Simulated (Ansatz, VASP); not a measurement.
MgO: VASP beside Ansatz

The input INCAR:

```
PREC = Accurate
ENCUT = 520
EDIFF = 1E-6
ISMEAR = 0
SIGMA = 0.05
LREAL = False
LASPH = True
NELM = 100
ALGO = Normal
ISIF = 2
LWAVE = False
LCHARG = False
GGA = PE
NBANDS = 26
```

KPOINTS

```
regular mesh
0
Gamma
  9 9 2
```

Contents of POSCAR:

```
MgO
1.0
    3.2805263433      0.0000000000      0.0000000000
   -1.6402631717      2.8410191511      0.0000000000
    0.0000000000      0.0000000000     10.5138967343
Mg O
4 4
Direct
    0.3049894241      0.7441036667      0.9694906392
    0.0197623639     -0.0539917822      0.2208211786
   -0.0197623639      0.0539917822      0.7208211786
    0.6950105759      0.2558963333      0.4694906392
    0.3119558851      0.7250709413      0.7800420079
    0.0259292210     -0.0708399493      0.5296443544
   -0.0259292210      0.0708399493      0.0296443544
    0.6880441149      0.2749290587      0.2800420079
```

Input for Ansatz:

```yaml
crystal:
  lattice:
    - [3.2805263433, 0.0, 0.0]
    - [-1.6402631717, 2.8410191511, 0.0]
    - [0.0, 0.0, 10.5138967343]
  atoms:
    - { symbol: Mg, position: [0.3049894241, 0.7441036667, 0.9694906392] }
    - { symbol: Mg, position: [0.0197623639, -0.0539917822, 0.2208211786] }
    - { symbol: Mg, position: [-0.0197623639, 0.0539917822, 0.7208211786] }
    - { symbol: Mg, position: [0.6950105759, 0.2558963333, 0.4694906392] }
    - { symbol: O, position: [0.3119558851, 0.7250709413, 0.7800420079] }
    - { symbol: O, position: [0.025929221, -0.0708399493, 0.5296443544] }
    - { symbol: O, position: [-0.025929221, 0.0708399493, 0.0296443544] }
    - { symbol: O, position: [0.6880441149, 0.2749290587, 0.2800420079] }
basis:
  ecutwfc: 520.0
kpoints:
  mp_grid: { grid: [9, 9, 2] }
hamiltonian:
  xc: pbe
  pseudopotentials: { kind: paw, azcp: { folder: soft_1 } }
scf:
  occupations: { method: gaussian, width: 0.05 }
output:
  forces: true
  stress: true
  eigenvalues: true
```

Change from the starting cell: mode 4 frozen in at -0.220 Å and mode 5 at +0.220 Å (largest displacements).

Alike in both runs: task single point; functional PBE; k mesh 9 × 9 × 2; occupations gaussian, width 0.05 eV; no spin polarisation.

|  | VASP | Ansatz |
| --- | --- | --- |
| version | VASP 6.6.1 | Ansatz 0.2.0 |
| potentials or method | VASP PAW PBE potentials, release 64 (Mg, O), cutoff 520 eV | scalar-relativistic, plane waves, PAW |
| valence electrons in the cell | 32 | 64 |

|  | VASP | Ansatz | Ansatz less VASP |
| --- | --- | --- | --- |
| gap on the k mesh at the Fermi level (eV) | 3.16 | 3.18 | +0.020 |
| least direct gap on the mesh (eV) | 3.16 | 3.18 | +0.020 |
| pressure (GPa) | -1.0 | -0.5 | +0.43 |
| traceless stress, the component that is largest in VASP (GPa) | -2.44 | -2.41 | +0.033 |
| rms of the force components (eV/Å) | 0.197 | 0.194 | -0.0024 |

Atom by atom the forces differ by 0.003 eV/Å (rms over components). VASP's potentials hold 32 valence electrons a cell and Ansatz's 64, so a difference there can come from the potentials and not from the codes.
